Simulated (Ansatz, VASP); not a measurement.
# Two plane-wave programs on F

```
F
1.0
     9.00000    0.00000    0.00000
     0.00000    9.50000    0.00000
     0.00000    0.00000   10.00000
F
2
Cartesian
  4.5000 4.7500 4.3010
  4.5000 4.7500 5.6990
```

Alike in both runs: functional PBEsol; k mesh 1 × 1 × 1; occupations fermi-dirac, width 0.02 eV; no spin polarisation.

Ansatz relaxed the structure, and its values are those at the end. VASP's run is a single point on that final structure, the one shown.

```csv
,VASP,Ansatz
version,VASP 6.6.1,Ansatz 0.2.0
potentials or method,"VASP PAW PBE potentials, release 64 (F), cutoff 520 eV","plane waves, PAW"
valence electrons in the cell,14,14
```

|  | VASP | Ansatz | Ansatz less VASP |
| --- | --- | --- | --- |
| rms of the force components (eV/Å) | 0.254 | 0.000 | -0.2537 |

VASP's potentials were made for PBE, not for PBEsol. One of these differences is far larger than is usual between the two programs; its cause wasn't traced. Ansatz's warnings: stress scf threshold loose.
